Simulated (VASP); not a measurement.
Wanted: the native input for a VASP 6.6.1 run.

| Property | Result |
| --- | --- |
| Task | single point |
| Functional | r2SCAN |
| Potentials or basis | VASP PAW PBE potentials, release 64 (Na_pv, H) |
| Cutoff | 520 eV |
| k mesh | 8 × 8 × 8 |
| Occupations | gaussian, width 0.01 eV |
| Spin | no spin polarisation |
| Dipole correction | no |
| Further INCAR settings | ALGO = Normal; EDIFF = 1e-06; NBANDS = 11 |

The system is NaH.

```
Na H
1.0
     0.00000    2.53927    2.67760
     2.53927    0.00000    2.67760
     2.53927    2.53927    0.00000
Na H
1 1
Direct
  0.00000 0.00000 0.00000
  0.25000 0.25000 0.25000
```

This cell differs from its parent crystal: epitaxial xy strain -2.2%.

The input as run:

POSCAR

```
NaH
1.0
    0.0000000000      2.5392694138      2.6775996420
    2.5392694138      0.0000000000      2.6775996420
    2.5392694138      2.5392694138      0.0000000000
Na H
1 1
Direct
    0.0000000000      0.0000000000      0.0000000000
    0.2500000000      0.2500000000      0.2500000000
```

INCAR.step1

```
ALGO = Normal ; EDIFF = 1E-4
ENCUT = 520 ; GGA = PE
ISMEAR = 0 ; LASPH = T
LCHARG = F ; LREAL = F
LWAVE = T ; NBANDS = 11
NELM = 100 ; PREC = Accurate
SIGMA = 0.01
```

INCAR.step2

```
ALGO = Normal ; EDIFF = 1E-6
ENCUT = 520 ; ISIF = 2
ISMEAR = 0 ; ISTART = 1
LASPH = T ; LCHARG = F
LMIXTAU = T ; LREAL = F
LWAVE = F ; METAGGA = R2SCAN
NBANDS = 11 ; NELM = 100
PREC = Accurate ; SIGMA = 0.01
```

KPOINTS

```
k-points
0
Gamma
  8 8 8
```

Potentials or basis: VASP PAW PBE potentials, release 64 (Na_pv, H).

The run is started by

```console
$ cat potpaw_PBE.64/Na_pv/POTCAR potpaw_PBE.64/H/POTCAR > POTCAR
$ cp INCAR.step1 INCAR
$ mpirun -np 1 vasp_std > vasp.out
$ cp INCAR.step2 INCAR
$ mpirun -np 1 vasp_std > vasp.out
```

It gave:

* Pressure: 0.2 GPa
* Band gap on the k mesh: 4.01 eV (least direct gap 4.76 eV)

Caveat: the cell differs from its parent crystal (epitaxial xy strain -2.2%); the PAW data sets were made with another functional, which shifts forces and pressure a little.

It took 75 s on 1 thread of Intel(R) Xeon(R) Platinum 8259CL CPU @ 2.50GHz (Skylake/Cascade Lake), with other jobs on the host, peak memory 0.17 GiB.
